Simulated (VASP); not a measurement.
Write the native input for VASP 6.6.1 that does the following.

| Quantity | Value |
| --- | --- |
| Task | single point |
| Functional | PBE |
| Potentials or basis | VASP PAW PBE potentials, release 64 (Si) |
| Cutoff | 500 eV |
| k mesh | 8 × 8 × 8 |
| Occupations | gaussian, width 0.02 eV |
| Spin | no spin polarisation |
| Dipole correction | no |
| Further INCAR settings | ALGO = Normal; EDIFF = 1e-06; NBANDS = 11 |

The structure of Si lies in POSCAR:

```
Si
1.0
    0.0000000000      2.7347886938      2.7347886938
    2.7347886938      0.0000000000      2.7347886938
    2.7347886938      2.7347886938      0.0000000000
Si
2
Direct
    0.0000000000      0.0000000000      0.0000000000
    0.2500000000      0.2500000000      0.2500000000
```

These files were run (other wordings do the same):

INCAR

```
SYSTEM = Si
ALGO = Normal ; EDIFF = 1E-6
ENCUT = 500 ; GGA = PE
GGA_COMPAT = .FALSE. ; ISIF = 2
ISMEAR = 0 ; LASPH = .TRUE.
LCHARG = .TRUE. ; LELF = .TRUE.
LREAL = .FALSE. ; LVHAR = .TRUE.
LWAVE = .FALSE. ; NBANDS = 11
NELM = 120 ; PREC = Accurate
SIGMA = 0.02
```

KPOINTS

```
k-points
0
G
  8 8 8
  0 0 0
```

Potentials or basis: VASP PAW PBE potentials, release 64 (Si).

Command:

```sh
$ cat potpaw_PBE.64/Si/POTCAR > POTCAR
$ mpirun -np 1 vasp_std > vasp.out
```

Results of the run:

```
Pressure               : 0.0 GPa
Band gap on the k mesh : 0.65 eV, indirect (least direct gap 2.56 eV)
```

It took 16 s on 1 thread of Intel Xeon 8259CL (shared host), peak memory 0.15 GiB.
